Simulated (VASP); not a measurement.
**Hg: single point with PBE+D3(BJ)**

Hg:

```
Hg
1.0
     5.16131    0.00000    0.00000
    -2.58065    4.46982    0.00000
     0.00000    0.00000    3.04176
Hg
3
Direct
  0.33333 0.66667 0.50000
  0.00000 0.00000 0.00000
  0.66667 0.33333 0.50000
```

```
Program                : VASP 6.6.1
Task                   : single point
Functional             : PBE
Dispersion             : D3(BJ)
Potentials or basis    : VASP PAW PBE potentials, release 64 (Hg)
Cutoff                 : 520 eV
k mesh                 : 9 × 9 × 14
Occupations            : gaussian, width 0.1 eV
Spin                   : no spin polarisation
Dipole correction      : no
Further INCAR settings : ALGO = Fast; EDIFF = 1e-06; NBANDS = 25
```

```
Pressure                   : 3.6 GPa
Band gap on the k mesh     : zero (bands 18 and 19 overlap by 4.63 eV)
Dispersion energy per atom : -0.448 eV
```

Stress tensor (GPa, compression positive):
```
3.56 0.00 0.00
0.00 3.56 0.00
0.00 0.00 3.77
```

Levels at points of the mesh, in eV from the Fermi level:
```tsv
k point	band 15	band 16	band 17	band 18	band 19	band 20	band 21	band 22
(0.00, 0.00, 0.00)	-5.73	-5.73	-0.98	-0.54	1.94	1.94	2.00	2.00
(0.00, 0.00, 0.50)	-5.41	-3.14	-2.85	3.27	3.63	3.73	3.87	4.37
```

Wall time 2.8 min on 1 thread of Intel(R) Xeon(R) Platinum 8259CL CPU @ 2.50GHz (Skylake/Cascade Lake), with other jobs on the host, peak memory 0.28 GiB.

Caveat: the cell stands under pressure; spin-orbit coupling is left out, which moves the levels of the heavy elements.
